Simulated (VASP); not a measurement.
Input of a VASP 6.6.1 run:

File INCAR:

```
SYSTEM = TiAl
ALGO = Normal
EDIFF = 1E-7
ENCUT = 520
GGA = PE
ISIF = 2
ISMEAR = 0
LASPH = .True.
LCHARG = .False.
LREAL = .False.
LWAVE = .False.
NBANDS = 14
NELM = 100
PREC = Accurate
SIGMA = 0.1
```

File KPOINTS:

```
k-points
0
Gamma
  6 6 6
  0 0 0
```

POSCAR

```
TiAl
1.0
    3.0306581409      0.0000000000      0.0000000000
    0.0000000000      3.0306581409      0.0000000000
    0.0000000000      0.0000000000      3.0306581409
Al Ti
1 1
Direct
    0.0000000000      0.0000000000      0.0000000000
    0.5000000000      0.5000000000      0.5000000000
```

Potentials or basis: VASP PAW PBE potentials, release 64 (Al, Ti_sv).

The run is started by

```bash
$ cat potpaw_PBE.64/Al/POTCAR potpaw_PBE.64/Ti_sv/POTCAR > POTCAR
$ mpirun -np 1 vasp_std > vasp.out
```

(1) Predict the pressure.

Answers

(1) 22.3 GPa.
